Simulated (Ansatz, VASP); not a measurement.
**ZrS: VASP beside Ansatz**

```xyz
2
Lattice="0.0000 2.7037 2.6250 2.7037 0.0000 2.6250 2.7037 2.7037 0.0000" Properties=species:S:1:pos:R:3 pbc="T T T"
Zr    0.0000    0.0000    0.0000
S     2.7037    2.7037    2.6250
```

Change from the starting cell: strain +0.030 along x and y, +0.000 along z, atoms carried along.

Alike in both runs: task single point; functional PBEsol; k mesh 16 × 16 × 16; occupations gaussian, width 0.15 eV; no spin polarisation.

|  | VASP | Ansatz |
| --- | --- | --- |
| version | VASP 6.6.1 | Ansatz 0.2.0 |
| potentials or method | VASP PAW PBE potentials, release 64 (Zr_sv, S), cutoff 520 eV | scalar-relativistic, plane waves, PAW |
| valence electrons in the cell | 18 | 18 |

|  | VASP | Ansatz | Ansatz less VASP |
| --- | --- | --- | --- |
| gap on the k mesh at the Fermi level (eV) | none | none | - |
| pressure (GPa) | -12.1 | -12.2 | -0.16 |
| traceless stress, the component that is largest in VASP (GPa) | 3.67 | 3.63 | -0.039 |

VASP's potentials were made for PBE, not for PBEsol. A gap of «none» marks a metal or a gap that the smearing closes.
